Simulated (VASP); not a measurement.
# Sn3Se (Pm-3m) in VASP: settings compared

Aim: see how the results for Sn3Se move with the level of theory and the settings. Levels: PBEsol+D4, LDA. Tasks: relaxation of cell and atoms, single point.

All numbers are computed with VASP 6.6.1; they aren't measurements. Logs are shortened: lines on timing, memory, paths and dates and some standing lists are left out, and cuts for length are marked.

### Step 1. The cell of the first run

The structure is cubic, space group Pm-3m (No. 221). The conventional cell has a = 4.742 Å, b = 4.742 Å, c = 4.742 Å, α = 90.00°, β = 90.00°, γ = 90.00°. Sn (site symmetry 4/mmm) has 8 Sn at 3.35 Å and 4 Se at 3.35 Å within 4.4 Å. Se (site symmetry m-3m) has 12 Sn at 3.35 Å within 4.4 Å.

### Step 2. Relaxation of cell and atoms, PBEsol+D4

The input, INCAR:

```
SYSTEM = Sn3Se
PREC = Accurate ; ENCUT = 600
EDIFF = 1E-6 ; ISMEAR = -1
SIGMA = 0.05 ; LREAL = .False.
LASPH = .True. ; NELM = 80
ALGO = Normal ; ISIF = 3
LWAVE = .False. ; LCHARG = .False.
GGA = PS ; IVDW = 13
IBRION = 2 ; NSW = 60
EDIFFG = -0.01
```

The input, KPOINTS:

```
Automatic mesh
0
Gamma
  6 6 6
  0 0 0
```

The input, POSCAR:

```
Sn3Se
1.0
    4.7418790000      0.0000000000      0.0000000000
    0.0000000000      4.7418790000      0.0000000000
    0.0000000000      0.0000000000      4.7418790000
Sn Se
3 1
Direct
    0.5000000000      0.5000000000      0.0000000000
    0.5000000000      0.0000000000      0.5000000000
    0.0000000000      0.5000000000      0.5000000000
    0.0000000000      0.0000000000      0.0000000000
```

Potentials or basis: VASP PAW PBE potentials, release 64 (Sn_d, Se).

Started as:

```bash
cat potpaw_PBE.64/Sn_d/POTCAR potpaw_PBE.64/Se/POTCAR > POTCAR
mpirun -np 1 vasp_std > vasp.out
```

OUTCAR:

```text
SYSTEM = Sn3Se
   PREC = Accurate
   ENCUT = 600
   EDIFF = 1E-6
   ISMEAR = -1
   LREAL = .False.
   LASPH = .True.
   NELM = 80
   ISIF = 3
   GGA = PS
   IVDW = 13
   IBRION = 2
   NSW = 60
   EDIFFG = -0.01

 ion  position               nearest neighbor table
   1  0.500  0.500  0.000-   2 3.35   3 3.35   2 3.35   3 3.35   2 3.35   2 3.35   3 3.35   3 3.35

   2  0.500  0.000  0.500-   1 3.35   3 3.35   1 3.35   1 3.35   3 3.35   1 3.35   3 3.35   3 3.35

   3  0.000  0.500  0.500-   1 3.35   2 3.35   1 3.35   2 3.35   1 3.35   2 3.35   1 3.35   2 3.35

   4  0.000  0.000  0.000-

  LATTYP: Found a simple cubic cell.
 ALAT       =     4.7418790000

  Lattice vectors:

 A1 = (   4.7418790000,   0.0000000000,   0.0000000000)
 A2 = (   0.0000000000,   4.7418790000,   0.0000000000)
 A3 = (   0.0000000000,   0.0000000000,   4.7418790000)

Analysis of symmetry for initial positions (statically):
=====================================================================
 Subroutine PRICEL returns:
 Original cell was already a primitive cell.

 Routine SETGRP: Setting up the symmetry group for a
 simple cubic supercell.

 Subroutine GETGRP returns: Found 48 space group operations
 (whereof 48 operations were pure point group operations)
 out of a pool of 48 trial point group operations.

The static configuration has the point symmetry O_h .

Analysis of symmetry for dynamics (positions and initial velocities):
=====================================================================
 Subroutine PRICEL returns:
 Original cell was already a primitive cell.

 Routine SETGRP: Setting up the symmetry group for a
 simple cubic supercell.

 Subroutine GETGRP returns: Found 48 space group operations
 (whereof 48 operations were pure point group operations)
 out of a pool of 48 trial point group operations.

The dynamic configuration has the point symmetry O_h .

 Subroutine INISYM returns: Found 48 space group operations
 (whereof 48 operations are pure point group operations),
 and found     1 'primitive' translations

----------------------------------------------------------------------------------------

                                     Primitive cell

  volume of cell :     106.6231

  direct lattice vectors                    reciprocal lattice vectors
     4.741879000  0.000000000  0.000000000     0.210886866  0.000000000  0.000000000
     0.000000000  4.741879000  0.000000000     0.000000000  0.210886866  0.000000000
     0.000000000  0.000000000  4.741879000     0.000000000  0.000000000  0.210886866

  length of vectors
     4.741879000  4.741879000  4.741879000     0.210886866  0.210886866  0.210886866

  position of ions in fractional coordinates (direct lattice)
     0.500000000  0.500000000  0.000000000
     0.500000000  0.000000000  0.500000000
     0.000000000  0.500000000  0.500000000
     0.000000000  0.000000000  0.000000000

  ion indices of the primitive-cell ions
   primitive index   ion index
                 1           1
                 2           2
                 3           3
                 4           4

----------------------------------------------------------------------------------------

 KPOINTS: Automatic mesh

Automatic generation of k-mesh.
 Grid dimensions read from file:
 generate k-points for:    6    6    6

 Generating k-lattice:

  Cartesian coordinates                     Fractional coordinates (reciprocal lattice)
     0.035147811  0.000000000  0.000000000     0.166666667  0.000000000  0.000000000
     0.000000000  0.035147811  0.000000000     0.000000000  0.166666667  0.000000000
     0.000000000  0.000000000  0.035147811     0.000000000  0.000000000  0.166666667

  Length of vectors
     0.035147811  0.035147811  0.035147811

  Shift w.r.t. Gamma in fractional coordinates (k-lattice)
     0.000000000  0.000000000  0.000000000

 Subroutine IBZKPT returns following result:
 ===========================================

 Found     20 irreducible k-points:

 Following reciprocal coordinates:
            Coordinates               Weight
  0.000000  0.000000  0.000000      1.000000
  0.166667  0.000000  0.000000      6.000000
  0.333333  0.000000  0.000000      6.000000
  0.500000  0.000000  0.000000      3.000000
  0.166667  0.166667  0.000000     12.000000
  0.333333  0.166667  0.000000     24.000000
[... 12 lines left out ...]
  0.500000  0.500000  0.333333      6.000000
  0.500000  0.500000  0.500000      1.000000
   k-points           NKPTS =     20   k-points in BZ     NKDIM =     20   number of bands    NBANDS=     28
   number of dos      NEDOS =    301   number of ions     NIONS =      4
   total plane-waves  NPLWV =  64000
   dimension x,y,z NGX =    40 NGY =   40 NGZ =   40
   dimension x,y,z NGXF=    80 NGYF=   80 NGZF=   80
   ions per type =               3   1
   NGX,Y,Z   is equivalent  to a cutoff of  14.02, 14.02, 14.02 a.u.
   NGXF,Y,Z  is equivalent  to a cutoff of  28.05, 28.05, 28.05 a.u.
 SYSTEM =  Sn3Se
   PREC   = accura    normal or accurate (medium, high low for compatibility)
   ISTART =      0    job   : 0-new  1-cont  2-samecut
   ICHARG =      2    charge: 1-file 2-atom 10-const
   ISPIN  =      1    spin polarized calculation?
   LNONCOLLINEAR =      F non collinear calculations
   LSORBIT =      F    spin-orbit coupling
   LASPH  =      T    aspherical Exc in radial PAW
   ENCUT  =  600.0 eV  44.10 Ry    6.64 a.u.   9.47  9.47  9.47*2*pi/ulx,y,z
   NELM   =     80;   NELMIN=  2; NELMDL= -5     # of ELM steps
   EDIFF  = 0.1E-05   stopping-criterion for ELM
   LREAL  =      F    real-space projection
   EDIFFG = -.1E-01   stopping-criterion for IOM
   NSW    =     60    number of steps for IOM
   IBRION =      2    ionic relax: 0-MD 1-quasi-New 2-CG
   NFREE  =      1    steps in history (QN), initial steepest desc. (CG)
   ISIF   =      3    stress and relaxation
   ISYM   =      2    0-nonsym 1-usesym 2-fastsym
   POTIM  = 0.5000    time-step for ionic-motion
   TEBEG  =    0.0;   TEEND  =   0.0 temperature during run
   PSTRESS=    0.0 pullay stress
   NELECT =      48.0000    total number of electrons
   NUPDOWN=      -1.0000    fix difference up-down
   EMIN   =  10.00;   EMAX   =-10.00  energy-range for DOS
   EFERMI =   0.00;   METHOD = LEGACY
   ISMEAR =    -1;   SIGMA  =   0.05  broadening in eV -4-tet -1-fermi 0-gaus
   EFERMI_NEDOS =   21; number of points for ismear=-14 and -15
   IALGO  =     38    algorithm
   IMIX   =      4    mixing-type and parameters
     AMIX     =   0.40;   BMIX     =  1.00
     AMIX_MAG =   1.60;   BMIX_MAG =  1.00
  volume/ion in A,a.u.               =      26.66       179.88
  Fermi-wavevector in a.u.,A,eV,Ry     =   1.254695  2.371029 21.419096  1.574259
  Thomas-Fermi vector in A             =   2.388487
   LORBIT       =      0    0 simple, 1 ext, 2 COOP (PROOUT), +10 PAW based schemes
   GGA     = PS    functional components
   LHFCALC =     F    Hartree Fock is set to
   AEXX    =    0.0000 exact exchange contribution
   IVDW    =    13    specifies the selected vdW correction
   LEPSILON=     F    determine dielectric tensor
   LRPA    =     F    only Hartree local field effects (RPA)
 conjugate gradient relaxation of ions
 non-spin polarized calculation
  energy-cutoff  :      600.00
  volume of cell :      106.62
 maximum number of plane-waves:      3596
 NGX is ok and might be reduce to    40
   NGX = 19   NGY = 19   NGZ = 19

--------------------------------------- Ionic step        1  -------------------------------------------

 number of electron      48.0000016 magnetization

 Free energy of the ion-electron system (eV)
  ---------------------------------------------------
  ext. energy  EPLUGINS =         0.00000000
  ---------------------------------------------------
  free energy    TOTEN  =       -16.53350593 eV

  energy without entropy =      -16.51306459  energy(sigma->0) =      -16.52328526

------------------------ aborting loop because EDIFF is reached ----------------------------------------

  DFT-D4 for vdW energy calculation

  Edisp (eV):   -0.95418

  FORCE on cell =-STRESS in cart. coord.  units (eV):
  Direction    XX          YY          ZZ          XY          YZ          ZX
  --------------------------------------------------------------------------------------
  -------------------------------------------------------------------------------------
  Total      -2.70333    -2.70333    -2.70333     0.00000     0.00000    -0.00000
  in kB     -40.62170   -40.62170   -40.62170     0.00000     0.00000    -0.00000
  external pressure =      -40.62 kB  Pullay stress =        0.00 kB

 VOLUME and BASIS-vectors are now :
 -----------------------------------------------------------------------------
  energy-cutoff  :      600.00
  volume of cell :      106.62
      direct lattice vectors                 reciprocal lattice vectors
     4.741879000  0.000000000  0.000000000     0.210886866  0.000000000  0.000000000
     0.000000000  4.741879000  0.000000000     0.000000000  0.210886866  0.000000000
     0.000000000  0.000000000  4.741879000     0.000000000  0.000000000  0.210886866

 POSITION                                       TOTAL-FORCE (eV/Angst)
 -----------------------------------------------------------------------------------
      2.37094      2.37094      0.00000         0.000000      0.000000      0.000000
      2.37094      0.00000      2.37094         0.000000      0.000000      0.000000
      0.00000      2.37094      2.37094         0.000000      0.000000      0.000000
      0.00000      0.00000      0.00000         0.000000      0.000000      0.000000
 -----------------------------------------------------------------------------------
    total drift:                               -0.000000     -0.000000     -0.000000
[... 25 lines left out ...]
 VOLUME and BASIS-vectors are now :
 -----------------------------------------------------------------------------
  energy-cutoff  :      600.00
  volume of cell :       96.53
      direct lattice vectors                 reciprocal lattice vectors
     4.587275041 -0.000000000 -0.000000000     0.217994341 -0.000000000 -0.000000000
     0.000000000  4.587275041 -0.000000000     0.000000000  0.217994341 -0.000000000
     0.000000000  0.000000000  4.587275041     0.000000000  0.000000000  0.217994341

 POSITION                                       TOTAL-FORCE (eV/Angst)
 -----------------------------------------------------------------------------------
      2.29364      2.29364     -0.00000        -0.000000      0.000000      0.000000
      2.29364     -0.00000      2.29364         0.000000     -0.000000      0.000000
      0.00000      2.29364      2.29364         0.000000      0.000000      0.000000
      0.00000      0.00000      0.00000         0.000000      0.000000      0.000000
 -----------------------------------------------------------------------------------
    total drift:                               -0.000000     -0.000000     -0.000000

  FREE ENERGIE OF THE ION-ELECTRON SYSTEM (eV)
  ---------------------------------------------------
  free  energy   TOTEN  =       -17.5980084504 eV

  energy  without entropy=      -17.5760608119  energy(sigma->0) =      -17.58703463

--------------------------------------- Ionic step        3  -------------------------------------------

 number of electron      47.9999981 magnetization

 Free energy of the ion-electron system (eV)
  ---------------------------------------------------
  ext. energy  EPLUGINS =         0.00000000
  ---------------------------------------------------
  free energy    TOTEN  =       -16.56590200 eV

  energy without entropy =      -16.54382581  energy(sigma->0) =      -16.55486391

 E-fermi :   8.0522     XC(G=0): -10.7056

 val. band max:        8.0504356496   @ k =   0.5000   0.5000   0.0000
 cond. band min:       8.1296644539   @ k =   0.5000   0.5000   0.0000
 fundamental gap:      0.0792288042
 Fermi energy:         8.0522380123

 k-point     1 :       0.0000    0.0000    0.0000
  band No.  band energies     occupation
      1     -13.6504      2.00000
      2     -13.6504      2.00000
      3     -13.6504      2.00000
      4     -13.6020      2.00000
      5     -13.6020      2.00000
      6     -13.5970      2.00000
[... 20 lines left out ...]
     27      10.4899      0.00000
     28      10.4899      0.00000
[... 604 lines left out ...]
 VOLUME and BASIS-vectors are now :
 -----------------------------------------------------------------------------
  energy-cutoff  :      600.00
  volume of cell :       98.11
      direct lattice vectors                 reciprocal lattice vectors
     4.612179366 -0.000000000 -0.000000000     0.216817240 -0.000000000 -0.000000000
     0.000000000  4.612179366 -0.000000000     0.000000000  0.216817240 -0.000000000
     0.000000000  0.000000000  4.612179366     0.000000000  0.000000000  0.216817240

 POSITION                                       TOTAL-FORCE (eV/Angst)
 -----------------------------------------------------------------------------------
      2.30609      2.30609     -0.00000        -0.000000      0.000000      0.000000
      2.30609     -0.00000      2.30609         0.000000     -0.000000      0.000000
      0.00000      2.30609      2.30609         0.000000     -0.000000      0.000000
      0.00000      0.00000      0.00000         0.000000      0.000000      0.000000
 -----------------------------------------------------------------------------------
    total drift:                               -0.000000     -0.000000     -0.000000

  FREE ENERGIE OF THE ION-ELECTRON SYSTEM (eV)
  ---------------------------------------------------
  free  energy   TOTEN  =       -17.6027192381 eV

  energy  without entropy=      -17.5806430485  energy(sigma->0) =      -17.59168114

 reached required accuracy - stopping structural energy minimisation
```

Run time: 2.2 min. Hardware: 1 thread of Intel Xeon 6975P-C, shared host; peak memory 0.29 GiB.

What came out:

```yaml
Free_energy: -17.6027 eV
Relaxed_volume: 24.53 Å³/atom
Relaxed_cell: a = 4.612 Å, b = 4.612 Å, c = 4.612 Å, α = 90.00°, β = 90.00°, γ = 90.00°
Space_group_after_relaxing_to_0.05_Å: Pm-3m (No. 221)
Energy_gained_by_relaxing: 28.8 meV/atom
Ionic_steps: 3
Pressure_after_relaxing: 0.0 GPa
Band_gap_on_the_k_mesh: zero (band 24 reaches 10.31 eV, above the bottom of band 25 at 7.72 eV)
Dispersion_energy_per_atom: -0.259 eV
```

Step by step:
```
step  energy change (eV)  largest force (eV/Å)  pressure (GPa)  volume (Å³)
   1              0.0000                0.0000           -4.06       106.62
   2             -0.1103                0.0000            0.97        96.53
   3             -0.1150                0.0000            0.02        98.11
```

Final structure:
```cif
data_structure
_symmetry_space_group_name_H-M 'P 1'
_symmetry_Int_Tables_number 1
_cell_length_a 4.6122
_cell_length_b 4.6122
_cell_length_c 4.6122
_cell_angle_alpha 90.000
_cell_angle_beta 90.000
_cell_angle_gamma 90.000
_cell_volume 98.11
loop_
_atom_site_label
_atom_site_type_symbol
_atom_site_fract_x
_atom_site_fract_y
_atom_site_fract_z
_atom_site_occupancy
Sn1 Sn 0.50000 0.50000 0.00000 1
Sn2 Sn 0.50000 0.00000 0.50000 1
Sn3 Sn 0.00000 0.50000 0.50000 1
Se1 Se 0.00000 0.00000 0.00000 1
```

Levels at points of the mesh, in eV from the Fermi level:
| k point | band 21 | band 22 | band 23 | band 24 | band 25 | band 26 | band 27 | band 28 |
| --- | --- | --- | --- | --- | --- | --- | --- | --- |
| (0.00, 0.00, 0.00) | -4.71 | -4.71 | -0.02 | -0.02 | -0.02 | 2.44 | 2.44 | 2.44 |
| (0.50, 0.00, 0.00) | -3.53 | -2.01 | -1.98 | -1.98 | -0.32 | 2.22 | 2.40 | 2.40 |
| (0.50, 0.50, 0.00) | -2.52 | -1.99 | -1.99 | -0.52 | 0.00 | 0.00 | 0.08 | 3.49 |
| (0.50, 0.50, 0.50) | -5.73 | -5.73 | -5.13 | 2.26 | 2.26 | 2.26 | 6.42 | 6.42 |

Caveat: the PAW data sets were made with another functional, which shifts forces and pressure a little; spin-orbit coupling is left out, which moves the levels of the heavy elements; pairwise dispersion overbinds metals, which lowers pressure and volume.

### Step 3. Single point, LDA

This run uses another cell than the first one, of 25.06 Å³/atom, 0.940 times its volume.

The input, INCAR:

```
SYSTEM = Sn3Se
ALGO = Normal
EDIFF = 1E-6
ENCUT = 520
ISIF = 2
ISMEAR = -1
LASPH = .TRUE.
LCHARG = .FALSE.
LREAL = .FALSE.
LWAVE = .FALSE.
NBANDS = 32
NELM = 100
PREC = Accurate
SIGMA = 0.05
```

The input, KPOINTS:

```
k-points
0
G
  6 6 6
  0 0 0
```

The input, POSCAR:

```
Sn3Se
1.0
    4.6450787976      0.0000000000      0.0000000000
    0.0000000000      4.6450787976      0.0000000000
    0.0000000000      0.0000000000      4.6450787976
Sn Se
3 1
Direct
    0.5000000000      0.5000000000      0.0000000000
    0.5000000000      0.0000000000      0.5000000000
    0.0000000000      0.5000000000      0.5000000000
    0.0000000000      0.0000000000      0.0000000000
```

Potentials or basis: VASP PAW LDA potentials, release 64 (Sn_d, Se).

Started as:

```bash
cat potpaw_LDA.64/Sn_d/POTCAR potpaw_LDA.64/Se/POTCAR > POTCAR
mpirun -np 1 vasp_std > vasp.out
```

Wall time 86 s (1 thread of AMD EPYC 7R13, shared host); peak memory 0.17 GiB.

It converged, with:

```
Free energy            : -17.5025 eV
Pressure               : -0.9 GPa
Band gap on the k mesh : zero (band 24 reaches 9.90 eV, above the bottom of band 25 at 7.42 eV)
```

Levels at points of the mesh, in eV from the Fermi level:
```tsv
k point	band 22	band 23	band 24	band 25	band 26	band 27
(0.00, 0.00, 0.00)	-4.57	-0.02	-0.02	-0.02	2.35	2.35
(0.50, 0.00, 0.00)	-1.93	-1.91	-1.91	-0.24	2.10	2.32
(0.50, 0.50, 0.00)	-2.01	-2.01	-0.57	0.03	0.03	0.10
(0.50, 0.50, 0.50)	-5.56	-4.97	2.16	2.16	2.16	6.20
```

Caveat: spin-orbit coupling is left out, which moves the levels of the heavy elements.
